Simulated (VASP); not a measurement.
Input of a VASP 6.6.1 run:

Contents of INCAR:

```
SYSTEM = Pd
PREC     = Accurate       ! precision mode
ENCUT    = 630            ! plane-wave cutoff, eV
EDIFF    = 1E-6           ! SCF threshold, eV
ISMEAR   = -1             ! smearing method
SIGMA    = 0.05           ! smearing width, eV
LREAL    = .FALSE.        ! projectors in reciprocal space
LASPH    = .TRUE.         ! aspherical terms in the spheres
NELM     = 120            ! most SCF steps
ALGO     = Normal         ! electronic algorithm
ISIF     = 2              ! what is computed and relaxed
LWAVE    = .FALSE.        ! write WAVECAR
LCHARG   = .FALSE.        ! write CHGCAR
GGA      = PE             ! functional
NBANDS   = 15             ! bands
GGA_COMPAT= .FALSE.
```

The input KPOINTS:

```
Automatic mesh
0
G
  18 18 17
  0 0 0
```

File POSCAR:

```
Pd
1.0
    2.3847675084      0.0000000000      0.0000000000
   -1.1923837542      2.0652692444      0.0000000000
    0.0000000000      0.0000000000      2.3021619324
Pd
1
Direct
    0.0000000000      0.0000000000      0.0000000000
```

Potentials or basis: VASP PAW PBE potentials, release 64 (Pd_sv_GW).

Launch:

```sh
$ cat potpaw_PBE.64/Pd_sv_GW/POTCAR > POTCAR
$ mpirun -np 1 vasp_std > vasp.out
```

Problem. What does it give for the pressure?

Solution. 150.0 GPa.

Problem. What does it give for the band gap on the k mesh?

Solution. Zero (bands 9 and 10 overlap by 3.84 eV).

Stress tensor (GPa, compression positive):
```
150.08   0.00   0.00
  0.00 150.08   0.00
  0.00   0.00 149.93
```

Caveat: the cell stands under pressure.
